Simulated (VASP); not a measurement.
Mo:

```
CELL_PARAMETERS angstrom
2.57467 0.00000 0.00000
0.00000 2.57467 0.00000
0.00000 0.00000 2.57467
ATOMIC_POSITIONS crystal
Mo 0.00000 0.00000 0.00000
```

Base run:

- Program: VASP 6.6.1
- Functional: PBEsol
- Potentials or basis: VASP PAW PBE potentials, release 64 (Mo_sv)
- Cutoff: 520 eV
- k mesh: 14 × 14 × 14
- Occupations: fermi-dirac, width 0.1 eV
- Spin: no spin polarisation

Its results: band gap on the k mesh zero (band 7 reaches 12.55 eV, above the bottom of band 8 at 10.20 eV); pressure -0.6 GPa.

Question: The run is repeated on the same cell with these changes: k mesh from 14 × 14 × 14 to 20 × 20 × 20; further incar settings from ALGO = Normal; EDIFF = 1e-07; NBANDS = 13 to ALGO = Normal; EDIFF = 1e-06; NBANDS = 13. What comes out?

Answer: Band gap on the k mesh zero (band 7 reaches 12.58 eV, above the bottom of band 8 at 9.90 eV); pressure 0.2 GPa.

Caveats: the PAW data sets were made with another functional, which shifts forces and pressure a little.
